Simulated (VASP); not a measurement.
Crystal: Mg4CdS3.

```
CELL_PARAMETERS angstrom
5.60000 0.00000 0.00000
0.00000 5.60000 0.00000
0.00000 0.00000 5.60000
ATOMIC_POSITIONS crystal
Mg 0.74000 0.74000 0.26000
Mg 0.26000 0.74000 0.74000
Mg 0.74000 0.26000 0.74000
Mg 0.26000 0.26000 0.26000
Cd 0.00000 0.00000 0.00000
S 0.50000 0.00000 0.50000
S 0.00000 0.50000 0.50000
S 0.50000 0.50000 0.00000
```

| Property | Result |
| --- | --- |
| Program | VASP 6.6.1 |
| Task | relaxation of cell and atoms |
| Functional | PBE |
| Potentials or basis | VASP PAW PBE potentials, release 64 (Mg, Cd, S) |
| Cutoff | 600 eV |
| k mesh | 3 × 3 × 3 |
| Occupations | gaussian, width 0.2 eV |
| Spin | no spin polarisation |

At the start: pressure 9.0 GPa; volume 21.95 Å³/atom.

How do energy, volume and symmetry change on relaxing?

Over 6 steps the energy falls by 115.4 meV/atom and the volume is 25.78 Å³/atom (+17.4 %); space group P-43m (No. 215, to 0.05 Å).

The path:
```tsv
step	energy change (eV)	largest force (eV/Å)	pressure (GPa)	volume (Å³)
1	0.0000	0.7675	9.05	175.62
2	-0.8444	0.4549	-0.45	209.04
3	-0.8448	0.4593	-0.28	208.10
4	-0.8821	0.3450	-0.15	207.53
5	-0.9202	0.0887	0.35	205.87
6	-0.9229	0.0226	0.23	206.24
```

Final structure:
```
CELL_PARAMETERS angstrom
5.90825 0.00000 0.00000
0.00000 5.90825 0.00000
0.00000 0.00000 5.90825
ATOMIC_POSITIONS crystal
Mg 0.72901 0.72901 0.27099
Mg 0.27099 0.72901 0.72901
Mg 0.72901 0.27099 0.72901
Mg 0.27099 0.27099 0.27099
Cd 0.00000 0.00000 0.00000
S 0.50000 0.00000 0.50000
S 0.00000 0.50000 0.50000
S 0.50000 0.50000 0.00000
```

Caveat: the volume moved by over 15 % at a fixed basis, so the end points are rough; the relaxation stopped at a loose force limit of 0.08 eV/Å, so its end isn't a converged minimum.
